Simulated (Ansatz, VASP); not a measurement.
**BaTiO3 in VASP and in Ansatz**

```
Ba Ti O
1.0
    -4.01047    0.00000    0.00000
     0.00000   -2.85583    2.86463
     0.00000    2.85583    2.86463
Ba Ti O
1 1 3
Direct
  0.00000 0.00000 0.00000
  0.50000 0.50790 0.50790
  0.00000 0.49210 0.49210
  0.50000 0.99371 0.50251
  0.50000 0.50251 0.99371
```

Alike in both runs: task single point; functional PBEsol; k mesh 6 × 6 × 6; no spin polarisation.

|  | VASP | Ansatz |
| --- | --- | --- |
| version | VASP 6.6.1 | Ansatz 0.2.0 |
| potentials or method | VASP PAW PBE potentials, release 64 (Ba_sv, Ti_sv, O_h), cutoff 910 eV | PAW plane waves |
| occupations | fermi-dirac, width 0.1 eV | fermi-dirac |
| valence electrons in the cell | 40 | 40 |

VASP gave:

| Item | Value |
| --- | --- |
| rms of the force components (eV/Å) | 0.122 |

Which values does Ansatz return?

rms of the force components (eV/Å): 0.124.

VASP's potentials were made for PBE, not for PBEsol. Atom by atom the forces differ by 0.004 eV/Å (rms over components).

Spin-orbit coupling is off throughout. Noted on VASP's run: the cutoff is short for stress, so the pressure is rough.
